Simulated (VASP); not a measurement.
Input of a VASP 6.6.1 run:

INCAR

```
ALGO = Normal ; EDIFF = 1E-6
ENCUT = 520 ; GGA = PS
ISIF = 2 ; ISMEAR = 0
LASPH = T ; LCHARG = F
LREAL = F ; LWAVE = F
NBANDS = 11 ; NELM = 80
PREC = Accurate ; SIGMA = 0.1
```

The input KPOINTS:

```
k-points
0
Gamma
  6 6 6
```

POSCAR

```
Sr
1.0
    4.1555776753      0.0000000000      0.0000000000
   -2.0777888376      3.5988358342      0.0000000000
    0.0000000000      0.0000000000      3.8828678903
Sr
1
Direct
    0.0000000000      0.0000000000      0.0000000000
```

Potentials or basis: VASP PAW PBE potentials, release 64 (Sr_sv).

Launch:

```console
$ cat potpaw_PBE.64/Sr_sv/POTCAR > POTCAR
$ mpirun -np 1 vasp_std > vasp.out
```

Task: Predict the pressure.

Result: -1.0 GPa.

Task: Estimate the band gap on the k mesh.

Result: Zero (bands 5 and 6 overlap by 0.78 eV).

Stress tensor (GPa, compression positive):
```
-1.28  0.00  0.00
 0.00 -1.28  0.00
 0.00  0.00 -0.48
```

Caveat: the PAW data sets were made with another functional, which shifts forces and pressure a little.
